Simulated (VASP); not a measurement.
Wanted: the native input for a VASP 6.6.1 run.

```
Task                   : single point
Functional             : LDA
Potentials or basis    : VASP PAW LDA potentials, release 64 (Cd, Ge_d)
Cutoff                 : 520 eV
k mesh                 : 6 × 6 × 6
Occupations            : methfessel-paxton, width 0.1 eV
Spin                   : no spin polarisation
Dipole correction      : no
Further INCAR settings : ALGO = Normal; EDIFF = 1e-06; NBANDS = 33
```

The structure of Cd3Ge lies in POSCAR:

```
Cd3Ge
1.0
   -2.2103470000      2.2103470000      4.5858760000
    2.2103470000     -2.2103470000      4.5858760000
    2.2103470000      2.2103470000     -4.5858760000
Cd Ge
3 1
Direct
    0.7500000000      0.2500000000      0.5000000000
    0.2500000000      0.7500000000      0.5000000000
    0.5000000000      0.5000000000      0.0000000000
    0.0000000000      0.0000000000      0.0000000000
```

The input as run:

INCAR

```
SYSTEM = Cd3Ge
PREC = Accurate
ENCUT = 520
EDIFF = 1E-6
ISMEAR = 1
SIGMA = 0.1
LREAL = .FALSE.
LASPH = .TRUE.
NELM = 80
ALGO = Normal
ISIF = 2
LWAVE = .FALSE.
LCHARG = .FALSE.
GGA = CA
NBANDS = 33
```

KPOINTS

```
Automatic mesh
0
G
  6 6 6
  0 0 0
```

Potentials or basis: VASP PAW LDA potentials, release 64 (Cd, Ge_d).

The run is started by

```bash
$ cat potpaw_LDA.64/Cd/POTCAR potpaw_LDA.64/Ge_d/POTCAR > POTCAR
$ mpirun -np 1 vasp_std > vasp.out
```

Results of the run:

```yaml
Pressure: -6.2 GPa
Band_gap_on_the_k_mesh: zero (band 25 reaches 4.23 eV, above the bottom of band 26 at 1.25 eV)
```

Wall time 2.1 min on 1 thread of Oxide Virtual Turin-like Processor, with other jobs on the host, peak memory 0.21 GiB.
